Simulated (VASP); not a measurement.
Write the native input for VASP 6.6.1 that does the following.

```yaml
Task: single point
Functional: PBE
Potentials_or_basis: VASP PAW PBE potentials, release 64 (Al, As)
Cutoff: 500 eV
k_mesh: 3 × 3 × 3
Occupations: gaussian, width 0.01 eV
Spin: no spin polarisation
Dipole_correction: no
Further_INCAR_settings: ALGO = Normal; EDIFF = 1e-06; NBANDS = 11
```

The structure of AlAs lies in POSCAR:

```
AlAs
1.0
    0.0000000000      2.8304000000      2.8304000000
    2.8304000000      0.0000000000      2.8304000000
    2.8304000000      2.8304000000      0.0000000000
Al As
1 1
Direct
    0.0000000000      0.0000000000      0.0000000000
    0.2500000000      0.2500000000      0.2500000000
```

These files were run (other wordings do the same):

INCAR

```
SYSTEM = AlAs
PREC = Accurate ; ENCUT = 500
EDIFF = 1E-6 ; ISMEAR = 0
SIGMA = 0.01 ; LREAL = .False.
LASPH = .True. ; NELM = 120
ALGO = Normal ; ISIF = 2
LWAVE = .False. ; LCHARG = .False.
GGA = PE ; NBANDS = 11
GGA_COMPAT = .False.
```

KPOINTS

```
regular mesh
0
Gamma
  3 3 3
  0 0 0
```

Potentials or basis: VASP PAW PBE potentials, release 64 (Al, As).

The run is started by

```console
$ cat potpaw_PBE.64/Al/POTCAR potpaw_PBE.64/As/POTCAR > POTCAR
$ mpirun -np 1 vasp_std > vasp.out
```

Results of the run:

- Pressure: 3.9 GPa
- Band gap on the k mesh: 1.93 eV, indirect (least direct gap 2.05 eV)

Caveat: the k points lie up to 0.64 Å⁻¹ apart.

It took 8.9 s on 1 thread of Intel Xeon 8259CL, with other jobs on the host, peak memory 0.16 GiB.
